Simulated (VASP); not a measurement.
Mo:

```
CELL_PARAMETERS angstrom
-1.57500 1.57500 1.57500
1.57500 -1.57500 1.57500
1.57500 1.57500 -1.57500
ATOMIC_POSITIONS crystal
Mo 0.00000 0.00000 0.00000
```

- Program: VASP 6.6.1
- Task: relaxation of cell and atoms
- Functional: PBEsol
- Potentials or basis: VASP PAW PBE potentials, release 64 (Mo_sv)
- Cutoff: 600 eV
- k mesh: 24 × 24 × 24
- Occupations: methfessel-paxton, width 0.1 eV
- Spin: no spin polarisation

At the start: pressure -4.8 GPa; volume 15.63 Å³/atom.

Task: Where does the relaxation end?

Result: Over 4 steps the energy falls by 4.3 meV/atom and the volume is 15.35 Å³/atom (-1.8 %); space group Im-3m (No. 229, to 0.05 Å).

Step by step:
| step | energy change (eV) | largest force (eV/Å) | pressure (GPa) | volume (Å³) |
| --- | --- | --- | --- | --- |
| 1 | 0.0000 | 0.0000 | -4.84 | 15.63 |
| 2 | 0.0322 | 0.0000 | 16.04 | 14.58 |
| 3 | -0.0043 | 0.0000 | -0.08 | 15.35 |
| 4 | -0.0043 | 0.0000 | -0.01 | 15.35 |

Final structure:
```xyz
1
Lattice="-1.5656 1.5656 1.5656 1.5656 -1.5656 1.5656 1.5656 1.5656 -1.5656" Properties=species:S:1:pos:R:3 pbc="T T T"
Mo    1.5656    1.5656    1.5656
```

Caveat: the PAW data sets were made with another functional, which shifts forces and pressure a little.
